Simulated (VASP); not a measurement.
Write the native input for VASP 6.6.1 that does the following.

| Quantity | Value |
| --- | --- |
| Task | single point |
| Functional | PBEsol |
| Potentials or basis | VASP PAW PBE potentials, release 64 (Sc_sv, Al) |
| Cutoff | 520 eV |
| k mesh | 12 × 12 × 10 |
| Occupations | gaussian, width 0.1 eV |
| Spin | no spin polarisation |
| Dipole correction | no |
| Further INCAR settings | ALGO = Fast; EDIFF = 1e-07; NBANDS = 34 |

The structure of Sc2Al lies in POSCAR:

```
Sc2Al
1.0
    4.8926114005      0.0000000000      0.0000000000
   -2.4463057002      4.2371257637      0.0000000000
    0.0000000000      0.0000000000      6.1614205700
Sc Al
4 2
Direct
    0.0000000000      0.0000000000      0.0000000000
    0.0000000000      0.0000000000      0.5000000000
    0.3333333333      0.6666666667      0.7500000000
    0.6666666667      0.3333333333      0.2500000000
    0.3333333333      0.6666666667      0.2500000000
    0.6666666667      0.3333333333      0.7500000000
```

These files were run (other wordings do the same):

INCAR

```
PREC = Accurate ; ENCUT = 520
EDIFF = 1E-7 ; ISMEAR = 0
SIGMA = 0.1 ; LREAL = F
LASPH = T ; NELM = 100
ALGO = Fast ; ISIF = 2
LWAVE = F ; LCHARG = T
GGA = PS ; LELF = T
LVHAR = T ; NBANDS = 34
```

KPOINTS

```
regular mesh
0
Gamma
  12 12 10
```

Potentials or basis: VASP PAW PBE potentials, release 64 (Sc_sv, Al).

Launch:

```console
$ cat potpaw_PBE.64/Sc_sv/POTCAR potpaw_PBE.64/Al/POTCAR > POTCAR
$ mpirun -np 1 vasp_std > vasp.out
```

Results of the run:

The pressure is -2.0 GPa and the band gap on the k mesh is zero (bands 25 and 26 overlap by 0.72 eV).

Caveat: the PAW data sets were made with another functional, which shifts forces and pressure a little.

Run time: 26 min on 1 thread of AMD EPYC 7R13, with other jobs on the host, peak memory 0.48 GiB.
